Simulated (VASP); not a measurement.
# Hf3N4 (I-43d) in VASP: relaxation of the atoms with PBE

Aim: the relaxation of the atoms of Hf3N4 with PBE.

Everything below comes from runs of VASP 6.6.1. Logs are shortened: lines on timing, memory, paths and dates and some standing lists are left out, and cuts for length are marked.

### Step 1. The cell of the first run

It takes space group I-43d (No. 220, cubic). Conventional cell: a = 6.656 Å, b = 6.656 Å, c = 6.656 Å, α = 90.00°, β = 90.00°, γ = 90.00°. Hf (site symmetry -4) has 8 N at 2.20 to 2.42 Å within 2.9 Å. N (site symmetry 3) has 6 Hf at 2.20 to 2.42 Å and 5 N at 2.59 to 2.88 Å within 2.9 Å.

### Step 2. Relaxation of the atoms, PBE (10.53 Å³/atom)

INCAR

```
PREC = Accurate ; ENCUT = 520
EDIFF = 1E-7 ; ISMEAR = -1
SIGMA = 0.02 ; LREAL = False
LASPH = True ; NELM = 120
ALGO = Normal ; ISIF = 2
LWAVE = False ; LCHARG = False
GGA = PE ; IBRION = 2
NSW = 80 ; EDIFFG = -0.02
GGA_COMPAT = False ; NELMIN = 4
KPAR = 4
```

KPOINTS

```
Automatic mesh
0
Gamma
  6 6 6
```

POSCAR

```
Hf3N4
1.0
   -3.3280127453      3.3280127453      3.3280127453
    3.3280127453     -3.3280127453      3.3280127453
    3.3280127453      3.3280127453     -3.3280127453
Hf N
6 8
Direct
    0.2500000000      0.6250000000      0.3750000000
    0.3750000000      0.2500000000      0.6250000000
    0.7500000000      0.8750000000      0.1250000000
    0.1250000000      0.7500000000      0.8750000000
    0.6250000000      0.3750000000      0.2500000000
    0.8750000000      0.1250000000      0.7500000000
    0.1355620488      0.1355620488      0.1355620488
    0.8644379512      0.5000000000      0.0000000000
    0.5000000000      0.0000000000      0.3644379512
    0.0000000000      0.8644379512      0.5000000000
    0.3644379512      0.5000000000      0.0000000000
    0.6355620488      0.6355620488      0.6355620488
    0.0000000000      0.3644379512      0.5000000000
    0.5000000000      0.0000000000      0.8644379512
```

Potentials or basis: VASP PAW PBE potentials, release 64 (Hf_pv, N).

Launch:

```bash
$ cat potpaw_PBE.64/Hf_pv/POTCAR potpaw_PBE.64/N/POTCAR > POTCAR
$ mpirun -np 4 vasp_std > vasp.out
```

OUTCAR:

```text
PREC = Accurate
   ENCUT = 520
   EDIFF = 1E-7
   ISMEAR = -1
   LREAL = False
   LASPH = True
   NELM = 120
   ISIF = 2
   GGA = PE
   IBRION = 2
   NSW = 80
   EDIFFG = -0.02
   NELMIN = 4

 ion  position               nearest neighbor table
   1  0.250  0.625  0.375-   8 2.20   9 2.20  12 2.20  13 2.20  11 2.42   7 2.42  10 2.42  14 2.42
                             2 3.11   6 3.11   2 3.11   5 3.11   5 3.11   4 3.11   6 3.11   4 3.11
   2  0.375  0.250  0.625-   9 2.20  10 2.20  11 2.20  12 2.20   7 2.42   8 2.42  13 2.42  14 2.42
                             5 3.11   3 3.11   1 3.11   1 3.11   6 3.11   3 3.11   6 3.11   5 3.11
   3  0.750  0.875  0.125-  10 2.20  11 2.20  14 2.20   7 2.20   9 2.42  12 2.42  13 2.42   8 2.42
                             6 3.11   2 3.11   4 3.11   5 3.11   2 3.11   4 3.11   6 3.11   5 3.11
   4  0.125  0.750  0.875-   7 2.20  13 2.20  14 2.20   8 2.20  11 2.42  12 2.42   9 2.42  10 2.42
                             3 3.11   3 3.11   5 3.11   6 3.11   6 3.11   1 3.11   1 3.11   5 3.11
   5  0.625  0.375  0.250-  12 2.20  14 2.20  13 2.20  11 2.20   7 2.42   8 2.42   9 2.42  10 2.42
                             3 3.11   1 3.11   2 3.11   4 3.11   1 3.11   2 3.11   3 3.11   4 3.11
   6  0.875  0.125  0.750-   7 2.20   9 2.20   8 2.20  10 2.20  11 2.42  12 2.42  13 2.42  14 2.42
                             3 3.11   4 3.11   2 3.11   1 3.11   4 3.11   3 3.11   2 3.11   1 3.11
   7  0.136  0.136  0.136-   4 2.20   6 2.20   3 2.20   2 2.42   5 2.42   1 2.42
   8  0.864  0.500  0.000-   1 2.20   4 2.20   6 2.20   2 2.42   5 2.42   3 2.42
   9  0.500  0.000  0.364-   1 2.20   2 2.20   6 2.20   4 2.42   5 2.42   3 2.42
  10  0.000  0.864  0.500-   2 2.20   3 2.20   6 2.20   4 2.42   5 2.42   1 2.42
  11  0.364  0.500  0.000-   2 2.20   3 2.20   5 2.20   4 2.42   1 2.42   6 2.42
  12  0.636  0.636  0.636-   1 2.20   5 2.20   2 2.20   4 2.42   3 2.42   6 2.42
  13  0.000  0.364  0.500-   4 2.20   1 2.20   5 2.20   2 2.42   3 2.42   6 2.42
  14  0.500  0.000  0.864-   3 2.20   4 2.20   5 2.20   2 2.42   1 2.42   6 2.42

  LATTYP: Found a body centered cubic cell.
 ALAT       =     6.6560254906

  Lattice vectors:

 A1 = (  -3.3280127453,   3.3280127453,   3.3280127453)
 A2 = (   3.3280127453,  -3.3280127453,   3.3280127453)
 A3 = (   3.3280127453,   3.3280127453,  -3.3280127453)

Analysis of symmetry for initial positions (statically):
=====================================================================
 Subroutine PRICEL returns:
 Original cell was already a primitive cell.

 Routine SETGRP: Setting up the symmetry group for a
 body centered cubic supercell.

 Subroutine GETGRP returns: Found 24 space group operations
 (whereof  3 operations were pure point group operations)
 out of a pool of 48 trial point group operations.

The static configuration has the point symmetry C_3 .
 The point group associated with its full space group is T_d .

Analysis of symmetry for dynamics (positions and initial velocities):
=====================================================================
 Subroutine PRICEL returns:
 Original cell was already a primitive cell.

 Routine SETGRP: Setting up the symmetry group for a
 body centered cubic supercell.

 Subroutine GETGRP returns: Found 24 space group operations
 (whereof  3 operations were pure point group operations)
 out of a pool of 48 trial point group operations.

The dynamic configuration has the point symmetry C_3 .
 The point group associated with its full space group is T_d .

 Subroutine INISYM returns: Found 24 space group operations
 (whereof  3 operations are pure point group operations),
 and found     1 'primitive' translations

----------------------------------------------------------------------------------------

                                     Primitive cell

  volume of cell :     147.4399

  direct lattice vectors                    reciprocal lattice vectors
    -3.328012745  3.328012745  3.328012745     0.000000000  0.150239809  0.150239809
     3.328012745 -3.328012745  3.328012745     0.150239809  0.000000000  0.150239809
     3.328012745  3.328012745 -3.328012745     0.150239809  0.150239809  0.000000000

  length of vectors
     5.764287163  5.764287163  5.764287163     0.212471176  0.212471176  0.212471176

  position of ions in fractional coordinates (direct lattice)
     0.250000000  0.625000000  0.375000000
     0.375000000  0.250000000  0.625000000
     0.750000000  0.875000000  0.125000000
     0.125000000  0.750000000  0.875000000
     0.625000000  0.375000000  0.250000000
     0.875000000  0.125000000  0.750000000
     0.135562049  0.135562049  0.135562049
     0.864437951  0.500000000  0.000000000
     0.500000000  0.000000000  0.364437951
     0.000000000  0.864437951  0.500000000
     0.364437951  0.500000000  0.000000000
     0.635562049  0.635562049  0.635562049
     0.000000000  0.364437951  0.500000000
     0.500000000  0.000000000  0.864437951

  ion indices of the primitive-cell ions
   primitive index   ion index
                 1           1
                 2           2
                 3           3
                 4           4
                 5           5
                 6           6
                 7           7
                 8           8
                 9           9
                10          10
                11          11
                12          12
                13          13
                14          14

----------------------------------------------------------------------------------------

 KPOINTS: Automatic mesh

Automatic generation of k-mesh.
 Grid dimensions read from file:
 generate k-points for:    6    6    6

 Generating k-lattice:

  Cartesian coordinates                     Fractional coordinates (reciprocal lattice)
     0.000000000  0.025039968  0.025039968     0.166666667  0.000000000  0.000000000
     0.025039968  0.000000000  0.025039968     0.000000000  0.166666667  0.000000000
     0.025039968  0.025039968  0.000000000     0.000000000  0.000000000  0.166666667

  Length of vectors
     0.035411863  0.035411863  0.035411863

  Shift w.r.t. Gamma in fractional coordinates (k-lattice)
     0.000000000  0.000000000  0.000000000

 Subroutine IBZKPT returns following result:
 ===========================================

 Found     16 irreducible k-points:

 Following reciprocal coordinates:
            Coordinates               Weight
  0.000000  0.000000  0.000000      1.000000
  0.166667  0.000000  0.000000     12.000000
  0.333333  0.000000  0.000000     12.000000
  0.500000  0.000000  0.000000      6.000000
  0.166667  0.166667  0.000000     24.000000
  0.333333  0.166667  0.000000     48.000000
[... 8 lines left out ...]
  0.500000  0.500000  0.333333     12.000000
  0.500000  0.500000  0.500000      1.000000
   k-points           NKPTS =     16   k-points in BZ     NKDIM =     16   number of bands    NBANDS=     60
   number of dos      NEDOS =    301   number of ions     NIONS =     14
   total plane-waves  NPLWV = 110592
   dimension x,y,z NGX =    48 NGY =   48 NGZ =   48
   dimension x,y,z NGXF=    96 NGYF=   96 NGZF=   96
   ions per type =               6   8
   NGX,Y,Z   is equivalent  to a cutoff of  13.84, 13.84, 13.84 a.u.
   NGXF,Y,Z  is equivalent  to a cutoff of  27.69, 27.69, 27.69 a.u.
 SYSTEM =  unknown system
   PREC   = accura    normal or accurate (medium, high low for compatibility)
   ISTART =      0    job   : 0-new  1-cont  2-samecut
   ICHARG =      2    charge: 1-file 2-atom 10-const
   ISPIN  =      1    spin polarized calculation?
   LNONCOLLINEAR =      F non collinear calculations
   LSORBIT =      F    spin-orbit coupling
   LASPH  =      T    aspherical Exc in radial PAW
   ENCUT  =  520.0 eV  38.22 Ry    6.18 a.u.  10.72 10.72 10.72*2*pi/ulx,y,z
   NELM   =    120;   NELMIN=  4; NELMDL= -5     # of ELM steps
   EDIFF  = 0.1E-06   stopping-criterion for ELM
   LREAL  =      F    real-space projection
   EDIFFG = -.2E-01   stopping-criterion for IOM
   NSW    =     80    number of steps for IOM
   IBRION =      2    ionic relax: 0-MD 1-quasi-New 2-CG
   NFREE  =      1    steps in history (QN), initial steepest desc. (CG)
   ISIF   =      2    stress and relaxation
   ISYM   =      2    0-nonsym 1-usesym 2-fastsym
   POTIM  = 0.5000    time-step for ionic-motion
   TEBEG  =    0.0;   TEEND  =   0.0 temperature during run
   PSTRESS=    0.0 pullay stress
   NELECT =     100.0000    total number of electrons
   NUPDOWN=      -1.0000    fix difference up-down
   EMIN   =  10.00;   EMAX   =-10.00  energy-range for DOS
   EFERMI =   0.00;   METHOD = LEGACY
   ISMEAR =    -1;   SIGMA  =   0.02  broadening in eV -4-tet -1-fermi 0-gaus
   EFERMI_NEDOS =   21; number of points for ismear=-14 and -15
   IALGO  =     38    algorithm
   IMIX   =      4    mixing-type and parameters
     AMIX     =   0.40;   BMIX     =  1.00
     AMIX_MAG =   1.60;   BMIX_MAG =  1.00
  volume/ion in A,a.u.               =      10.53        71.07
  Fermi-wavevector in a.u.,A,eV,Ry     =   1.438367  2.718120 28.149107  2.068901
  Thomas-Fermi vector in A             =   2.557342
   LORBIT       =      0    0 simple, 1 ext, 2 COOP (PROOUT), +10 PAW based schemes
   GGA     = PE    functional components
   LHFCALC =     F    Hartree Fock is set to
   AEXX    =    0.0000 exact exchange contribution
   IVDW    =     0    specifies the selected vdW correction
   LEPSILON=     F    determine dielectric tensor
   LRPA    =     F    only Hartree local field effects (RPA)
 conjugate gradient relaxation of ions
 non-spin polarized calculation
  energy-cutoff  :      520.00
  volume of cell :      147.44
 maximum number of plane-waves:      4028
 NGX is ok and might be reduce to    48
   NGX = 21   NGY = 21   NGZ = 21

--------------------------------------- Ionic step        1  -------------------------------------------

 number of electron     100.0000003 magnetization

 number of electron      99.9999999 magnetization

 Free energy of the ion-electron system (eV)
  ---------------------------------------------------
  ext. energy  EPLUGINS =         0.00000000
  ---------------------------------------------------
  free energy    TOTEN  =      -148.54983424 eV

  energy without entropy =     -148.54983424  energy(sigma->0) =     -148.54983424

------------------------ aborting loop because EDIFF is reached ----------------------------------------

  FORCE on cell =-STRESS in cart. coord.  units (eV):
  Direction    XX          YY          ZZ          XY          YZ          ZX
  --------------------------------------------------------------------------------------
  -------------------------------------------------------------------------------------
  Total        6.0216990      6.0216990      6.0216990      0.0000000      0.0000000      0.0000000
  in kB       65.4356903     65.4356903     65.4356903      0.0000000      0.0000000      0.0000000
  external PRESSURE =      65.4356903 kB  Pullay stress =       0.0000000 kB
[... 81 lines left out ...]
  energy  without entropy=     -148.5524160583  energy(sigma->0) =     -148.55241606

--------------------------------------- Ionic step        3  -------------------------------------------

 number of electron      99.9999995 magnetization

 Free energy of the ion-electron system (eV)
  ---------------------------------------------------
  ext. energy  EPLUGINS =         0.00000000
  ---------------------------------------------------
  free energy    TOTEN  =      -148.55481164 eV

  energy without entropy =     -148.55481164  energy(sigma->0) =     -148.55481164

 E-fermi :   7.3472     XC(G=0): -12.8862

 val. band max:        6.8706207303   @ k =   0.0000   0.0000   0.0000
 cond. band min:       7.9540142330   @ k =   0.0000   0.0000   0.0000
 fundamental gap:      1.0833935027
 Fermi energy:         7.3472155417

 k-point     1 :       0.0000    0.0000    0.0000
  band No.  band energies     occupation
      1     -23.7907      2.00000
      2     -23.7907      2.00000
      3     -23.7907      2.00000
      4     -23.6973      2.00000
      5     -23.6973      2.00000
      6     -23.6973      2.00000
[... 1038 lines left out ...]
  FREE ENERGIE OF THE ION-ELECTRON SYSTEM (eV)
  ---------------------------------------------------
  free  energy   TOTEN  =      -148.5548116427 eV

  energy  without entropy=     -148.5548116427  energy(sigma->0) =     -148.55481164

 reached required accuracy - stopping structural energy minimisation
```

Run time: 1.7 min. Hardware: 4 MPI ranks of Intel Xeon Platinum 8488C (Sapphire Rapids), shared host; peak memory 0.39 GiB.

What came out:

- Free energy: -148.5548 eV
- Energy gained by relaxing: 0.4 meV/atom
- Ionic steps: 3
- Pressure after relaxing: 5.7 GPa
- Largest force after relaxing: 0.016 eV/Å
- Band gap on the k mesh: 1.08 eV

Forces on the atoms (eV/Å):
```
Hf   0.000  0.000  0.000
Hf   0.000  0.000  0.000
Hf   0.000  0.000  0.000
Hf   0.000  0.000  0.000
Hf   0.000  0.000  0.000
Hf   0.000  0.000  0.000
N   -0.009 -0.009 -0.009
N   -0.009  0.009  0.009
N    0.009  0.009 -0.009
N    0.009 -0.009  0.009
N   -0.009  0.009  0.009
N   -0.009 -0.009 -0.009
N    0.009 -0.009  0.009
N    0.009  0.009 -0.009
```

The path:
```tsv
step	energy change (eV)	largest force (eV/Å)	pressure (GPa)
1	0.0000	0.0886	6.54
2	-0.0026	0.0628	6.32
3	-0.0050	0.0158	5.68
```

Final structure:
```yaml
crystal:
  lattice:
    - [-3.32801, 3.32801, 3.32801]
    - [3.32801, -3.32801, 3.32801]
    - [3.32801, 3.32801, -3.32801]
  atoms:
    - { symbol: Hf, position: [0.25000, 0.62500, 0.37500] }
    - { symbol: Hf, position: [0.37500, 0.25000, 0.62500] }
    - { symbol: Hf, position: [0.75000, 0.87500, 0.12500] }
    - { symbol: Hf, position: [0.12500, 0.75000, 0.87500] }
    - { symbol: Hf, position: [0.62500, 0.37500, 0.25000] }
    - { symbol: Hf, position: [0.87500, 0.12500, 0.75000] }
    - { symbol: N, position: [0.13853, 0.13853, 0.13853] }
    - { symbol: N, position: [0.86147, 0.50000, 0.00000] }
    - { symbol: N, position: [0.50000, 0.00000, 0.36147] }
    - { symbol: N, position: [0.00000, 0.86147, 0.50000] }
    - { symbol: N, position: [0.36147, 0.50000, 0.00000] }
    - { symbol: N, position: [0.63853, 0.63853, 0.63853] }
    - { symbol: N, position: [0.00000, 0.36147, 0.50000] }
    - { symbol: N, position: [0.50000, 0.00000, 0.86147] }
```

Caveat: spin-orbit coupling is left out, which moves the levels of the heavy elements.
